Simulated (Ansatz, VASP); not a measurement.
**Two plane-wave programs on Si3Sn**

```
Sn Si
1.0
     0.00000   -2.83284   -2.83284
     2.85603    5.65761   -2.82477
     5.67360   -2.81466    2.81466
Sn Si
2 6
Direct
  0.74741 0.49482 0.26697
  0.81509 0.63018 0.92053
  0.49928 0.99856 0.50600
  0.24226 0.48451 0.72894
  0.01002 0.02003 0.99830
  0.55248 0.10497 0.18920
  0.32024 0.64049 0.45856
  0.06322 0.12644 0.68150
```

Alike in both runs: functional LDA; k mesh 10 × 10 × 6; occupations gaussian, width 0.1 eV; no spin polarisation.

Ansatz relaxed the structure, and its values are those at the end. VASP's run is a single point on that final structure, the one shown.

|  | VASP | Ansatz |
| --- | --- | --- |
| version | VASP 6.6.1 | Ansatz 0.2.0 |
| potentials or method | VASP PAW LDA potentials, release 64 (Sn_d, Si), cutoff 520 eV | scalar-relativistic, plane waves, PAW |
| valence electrons in the cell | 52 | 52 |

|  | VASP | Ansatz | Ansatz less VASP |
| --- | --- | --- | --- |
| pressure (GPa) | 0.0 | 0.0 | -0.05 |
| rms of the force components (eV/Å) | 0.003 | 0.000 | -0.0029 |

Ansatz warns that its potentials were made for another functional, while VASP's fit it. LDA's correlation is that of Perdew and Zunger in VASP and of Perdew and Wang (1992) in Ansatz.
